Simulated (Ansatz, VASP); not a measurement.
# Si2W in VASP and in Ansatz

```
CELL_PARAMETERS angstrom
3.22900 -3.22900 0.00000
-3.22900 -3.22900 0.00000
0.00000 0.00000 -7.86683
ATOMIC_POSITIONS crystal
Si 0.00000 0.00000 0.66543
Si 0.50000 0.00000 0.16543
Si 0.50000 0.50000 0.66543
Si 0.00000 0.50000 0.16543
Si 0.00000 0.00000 0.33457
Si 0.50000 0.00000 0.83457
Si 0.50000 0.50000 0.33457
Si 0.00000 0.50000 0.83457
W 0.00000 0.50000 0.48983
W 0.50000 0.50000 0.00000
W 0.50000 0.00000 0.50000
W 0.00000 0.00000 0.00000
```

Alike in both runs: task single point; functional PBE; k mesh 10 × 10 × 6; occupations gaussian, width 0.15 eV; no spin polarisation.

```csv
,VASP,Ansatz
version,VASP 6.6.1,Ansatz 0.2.0
potentials or method,"VASP PAW PBE potentials, release 64 (Si, W_sv), cutoff 520 eV","scalar-relativistic, plane waves, PAW"
valence electrons in the cell,88,88
```

```tsv
	VASP	Ansatz	Ansatz less VASP
gap on the k mesh at the Fermi level (eV)	none	none	-
pressure (GPa)	0.3	0.3	-0.08
traceless stress, the component that is largest in VASP (GPa)	0.30	0.35	+0.053
rms of the force components (eV/Å)	0.267	0.267	+0.0006
```

Atom by atom the forces differ by 0.002 eV/Å (rms over components). A gap of «none» marks a metal or a gap that the smearing closes.

Neither program's run includes spin-orbit coupling.
